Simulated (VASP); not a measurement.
SiNi, 4 atoms in the cell. The typed cell holds 4 atoms: a = 3.027 Å, b = 3.274 Å, c = 4.698 Å, α = 88.85°, β = 88.85°, γ = 88.85°.  This cell differs from its parent crystal: equal xy, yz and zx shear strains of +2 %.

```yaml
Program: VASP 6.6.1
Task: electric field gradients
Functional: PBE
Potentials_or_basis: VASP PAW PBE potentials, release 64 (Si, Ni)
Cutoff: 520 eV
k_mesh: 11 × 10 × 7
Occupations: fermi-dirac, width 0.05 eV
Spin: collinear spin, ferromagnetic start
Starting_moments: "[0.0, 0.0, 1.5, 1.5] μB"
Dipole_correction: no
Further_INCAR_settings: ALGO = Normal; EDIFF = 1e-08; NBANDS = 26
```

Potentials or basis: VASP PAW PBE potentials, release 64 (Si, Ni).

Launch:

```bash
$ cat potpaw_PBE.64/Si/POTCAR potpaw_PBE.64/Ni/POTCAR > POTCAR
$ mpirun -np 4 vasp_std > vasp.out
```

Hardware: 4 MPI ranks on Intel(R) Xeon(R) Platinum 8124M CPU @ 3.00GHz (Skylake/Cascade Lake) (shared host).

**Question.** How long does it take, and how much memory?

**Answer.** Wall time 2.8 min on 4 MPI ranks on Intel(R) Xeon(R) Platinum 8124M CPU @ 3.00GHz (Skylake/Cascade Lake), with other jobs on the host, peak memory 0.66 GiB a rank. Counts: scf iterations 17, k points 386.
